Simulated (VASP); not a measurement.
# Al3Cu (P4/mmm) in VASP: notebook, part 3 of 3

VASP 6.6.1. The steps go on from the part before.

### 7 Single point, r2SCAN

This run uses another cell than the first one, of 14.60 Å³/atom.

Contents of POSCAR:

```
Al3Cu
1.0
    2.7737808638      0.0000000000      0.0000000000
    0.0000000000      2.7737808638      0.0000000000
    0.0000000000      0.0000000000      7.5918631133
Al Cu
3 1
Direct
    0.0000000000      0.0000000000      0.5000000000
    0.5000000000      0.5000000000      0.2226430006
    0.5000000000      0.5000000000      0.7773569994
    0.0000000000      0.0000000000      0.0000000000
```

Contents of INCAR.step1:

```
  PREC = Accurate
  ENCUT = 520
  ISMEAR = 0
  SIGMA = 0.1
  LREAL = False
  LASPH = True
  NELM = 60
  NBANDS = 18
  GGA = PE
  ALGO = Normal
  EDIFF = 1E-4
  LWAVE = True
  LCHARG = False
```

Contents of INCAR.step2:

```
  PREC = Accurate
  ENCUT = 520
  EDIFF = 1E-6
  ISMEAR = 0
  SIGMA = 0.1
  LREAL = False
  LASPH = True
  NELM = 60
  ALGO = Normal
  ISIF = 2
  LWAVE = False
  LCHARG = False
  METAGGA = R2SCAN
  LMIXTAU = True
  NBANDS = 18
  ISTART = 1
```

Contents of KPOINTS:

```
regular mesh
0
Gamma
  18 18 8
```

Potentials or basis: VASP PAW PBE potentials, release 64 (Al, Cu).

On the command line:

```
$ cat potpaw_PBE.64/Al/POTCAR potpaw_PBE.64/Cu/POTCAR > POTCAR
$ cp INCAR.step1 INCAR
$ mpirun -np 1 vasp_std > vasp.out
$ cp INCAR.step2 INCAR
$ mpirun -np 1 vasp_std > vasp.out
```

OUTCAR:

```text
PREC = Accurate
   ENCUT = 520
   EDIFF = 1E-6
   ISMEAR = 0
   LREAL = False
   LASPH = True
   NELM = 60
   ISIF = 2
   METAGGA = R2SCAN
   ISTART = 1

 ion  position               nearest neighbor table
   1  0.000  0.000  0.500-   2 2.88   3 2.88   2 2.88   3 2.88   2 2.88   3 2.88   2 2.88   3 2.88

   2  0.500  0.500  0.223-   4 2.59   4 2.59   4 2.59   4 2.59   1 2.88   1 2.88   1 2.88   1 2.88

   3  0.500  0.500  0.777-   4 2.59   4 2.59   4 2.59   4 2.59   1 2.88   1 2.88   1 2.88   1 2.88

   4  0.000  0.000  0.000-   2 2.59   3 2.59   2 2.59   3 2.59   2 2.59   3 2.59   2 2.59   3 2.59

  LATTYP: Found a simple tetragonal cell.
 ALAT       =     2.7737808638
 C/A-ratio  =     2.7370089730

  Lattice vectors:

 A1 = (   2.7737808638,   0.0000000000,   0.0000000000)
 A2 = (   0.0000000000,   2.7737808638,   0.0000000000)
 A3 = (   0.0000000000,   0.0000000000,   7.5918631133)

Analysis of symmetry for initial positions (statically):
=====================================================================
 Subroutine PRICEL returns:
 Original cell was already a primitive cell.

 Routine SETGRP: Setting up the symmetry group for a
 simple tetragonal supercell.

 Subroutine GETGRP returns: Found 16 space group operations
 (whereof 16 operations were pure point group operations)
 out of a pool of 16 trial point group operations.

The static configuration has the point symmetry D_4h.

Analysis of symmetry for dynamics (positions and initial velocities):
=====================================================================
 Subroutine PRICEL returns:
 Original cell was already a primitive cell.

 Routine SETGRP: Setting up the symmetry group for a
 simple tetragonal supercell.

 Subroutine GETGRP returns: Found 16 space group operations
[... 124 lines left out ...]
   IALGO  =     38    algorithm
   IMIX   =      4    mixing-type and parameters
     AMIX     =   0.40;   BMIX     =  1.00
     AMIX_MAG =   1.60;   BMIX_MAG =  1.00
  volume/ion in A,a.u.               =      14.60        98.54
  Fermi-wavevector in a.u.,A,eV,Ry     =   1.145304  2.164310 17.847037  1.311720
  Thomas-Fermi vector in A             =   2.281992
   LORBIT       =      0    0 simple, 1 ext, 2 COOP (PROOUT), +10 PAW based schemes
   METAGGA = R2SCAN    functional components
   LHFCALC =     F    Hartree Fock is set to
   AEXX    =    0.0000 exact exchange contribution
   IVDW    =     0    specifies the selected vdW correction
   LEPSILON=     F    determine dielectric tensor
   LRPA    =     F    only Hartree local field effects (RPA)
 non-spin polarized calculation
 Gauss-broadening in eV      SIGMA  =   0.10
  energy-cutoff  :      520.00
  volume of cell :       58.41
 maximum number of plane-waves:      1605
 NGX is ok and might be reduce to    24
   NGX = 11   NGY = 11   NGZ = 29

 number of electron      20.0000006 magnetization

 Free energy of the ion-electron system (eV)
  ---------------------------------------------------
  ext. energy  EPLUGINS =         0.00000000
  ---------------------------------------------------
  free energy    TOTEN  =       -31.42890170 eV

  energy without entropy =      -31.42466501  energy(sigma->0) =      -31.42678336

 E-fermi :   8.5215     XC(G=0): -11.6940

 val. band max:        8.5195669196   @ k =   0.5000   0.3889   0.1250
 cond. band min:       8.5520762280   @ k =   0.3889   0.2778   0.0000
 fundamental gap:      0.0325093085
 Fermi energy:         8.5214764359

 k-point     1 :       0.0000    0.0000    0.0000
  band No.  band energies     occupation
      1      -3.4069      2.00000
      2      -0.8698      2.00000
      3      -0.5104      2.00000
      4       3.7934      2.00000
      5       3.8588      2.00000
      6       4.7257      2.00000
[... 481 lines left out ...]
      5       4.0678      2.00000
      6       4.2259      2.00000
[... 10 lines left out ...]
     17      17.0306      0.00000
     18      18.3390      0.00000

 [... further k-points ...]

------------------------ aborting loop because EDIFF is reached ----------------------------------------

  FORCE on cell =-STRESS in cart. coord.  units (eV):
  Direction    XX          YY          ZZ          XY          YZ          ZX
  --------------------------------------------------------------------------------------
  -------------------------------------------------------------------------------------
  Total       -0.0808283     -0.0808283     -0.0855350      0.0000000      0.0000000      0.0000000
  in kB       -2.2170810     -2.2170810     -2.3461827      0.0000000      0.0000000      0.0000000
  external PRESSURE =      -2.2601149 kB  Pullay stress =       0.0000000 kB

 VOLUME and BASIS-vectors are now :
 -----------------------------------------------------------------------------
  energy-cutoff  :      520.00
  volume of cell :       58.41
      direct lattice vectors                 reciprocal lattice vectors
     2.773780864  0.000000000  0.000000000     0.360518746  0.000000000  0.000000000
     0.000000000  2.773780864  0.000000000     0.000000000  0.360518746  0.000000000
     0.000000000  0.000000000  7.591863113     0.000000000  0.000000000  0.131719972

 POSITION                                       TOTAL-FORCE (eV/Angst)
 -----------------------------------------------------------------------------------
      0.00000      0.00000      3.79593        -0.000000     -0.000000      0.000000
      1.38689      1.38689      1.69028         0.000000      0.000000      0.057144
      1.38689      1.38689      5.90159        -0.000000      0.000000     -0.057144
      0.00000      0.00000      0.00000        -0.000000     -0.000000      0.000000
 -----------------------------------------------------------------------------------
    total drift:                                0.000000      0.000000     -0.000000

  FREE ENERGIE OF THE ION-ELECTRON SYSTEM (eV)
  ---------------------------------------------------
  free  energy   TOTEN  =       -31.4289017039 eV

  energy  without entropy=      -31.4246650091  energy(sigma->0) =      -31.42678336
```

OUTCAR.step1:

```text
PREC = Accurate
   ENCUT = 520
   ISMEAR = 0
   LREAL = False
   LASPH = True
[... 736 lines left out ...]
      0.00000      0.00000      3.79593        -0.000000     -0.000000      0.000000
      1.38689      1.38689      1.69028         0.000000      0.000000      0.125140
      1.38689      1.38689      5.90159        -0.000000     -0.000000     -0.125140
      0.00000      0.00000      0.00000        -0.000000     -0.000000      0.000000
 -----------------------------------------------------------------------------------
    total drift:                                0.000000      0.000000     -0.000000

  FREE ENERGIE OF THE ION-ELECTRON SYSTEM (eV)
  ---------------------------------------------------
  free  energy   TOTEN  =       -15.3255106882 eV

  energy  without entropy=      -15.3205780243  energy(sigma->0) =      -15.32304436
```

Wall time 34 min (1 thread of Oxide Virtual Turin-like, shared host); peak memory 0.36 GiB.

Results:

| Property | Result |
| --- | --- |
| Free energy | -31.4289 eV |
| Pressure | -0.2 GPa |
| Largest force | 0.057 eV/Å |
| Band gap on the k mesh | zero (bands 10 and 11 overlap by 6.37 eV) |

Forces on the atoms (eV/Å):
```
Al   0.000  0.000  0.000
Al   0.000  0.000  0.057
Al   0.000  0.000 -0.057
Cu   0.000  0.000  0.000
```

Levels at points of the mesh, in eV from the Fermi level:
```
           k point  band 6  band 7  band 8  band 9  band 10  band 11  band 12  band 13  band 14  band 15
(0.00, 0.00, 0.00)   -3.80   -3.80   -3.40   -2.00     0.53     6.65     7.14     7.14     8.29     9.65
(0.50, 0.00, 0.00)   -4.39   -3.89   -3.85   -3.69    -2.48    -1.96     2.75     4.05     4.29     5.47
(0.50, 0.50, 0.00)   -2.74   -2.74   -0.50   -0.35     0.11     0.11     0.47     0.47     0.64     2.51
(0.00, 0.00, 0.50)   -3.80   -3.80   -3.75   -3.40     4.29     5.85     6.65     7.73     7.73     7.87
(0.50, 0.00, 0.50)   -4.49   -3.89   -3.69   -2.80    -1.12    -1.06     0.06     0.90     9.11     9.11
(0.50, 0.50, 0.50)   -1.98   -1.98   -1.82   -1.82    -0.54    -0.53     0.60     1.93     3.41     3.41
```

Caveat: the PAW data sets were made with another functional, which shifts forces and pressure a little.

### 8 The runs side by side

```tsv
task	cell	k mesh	cutoff (eV)	gap on the mesh (eV)	pressure (GPa)	largest force (eV/Å)
relaxation of shape and atoms at fixed volume	relaxed from a = 2.690, b = 2.690, c = 7.345 Å, 4 atoms, atomic positions A	16 × 16 × 6	600	none	12.2	-
single point	a = 2.802, b = 2.802, c = 7.551 Å, 4 atoms, atomic positions B	18 × 18 × 8	520	none	-1.8	0.02
single point	a = 2.802, b = 2.802, c = 7.546 Å, 4 atoms, atomic positions C	18 × 18 × 8	520	none	-1.7	0.01
relaxation of shape and atoms at fixed volume	relaxed from a = 2.746, b = 2.746, c = 7.515 Å, 4 atoms, atomic positions C	16 × 16 × 6	600	none	3.2	-
single point	a = 2.746, b = 2.746, c = 7.637 Å, 4 atoms, atomic positions C	18 × 18 × 8	520	none	1.5	0.12
single point	a = 2.774, b = 2.774, c = 7.592 Å, 4 atoms, atomic positions C	18 × 18 × 8	520	none	-0.2	0.06
```

Alike in all rows: level r2SCAN; potentials or basis VASP PAW PBE potentials, release 64 (Al, Cu); no spin polarisation; smearing gaussian 0.1 eV.

Caveats: the PAW data sets were made with another functional, which shifts forces and pressure a little.

Total energies depend on the potentials used, so only differences within one code and one set of settings carry meaning.

The gap in the log of VASP goes by the Fermi energy; the results here count the filled bands.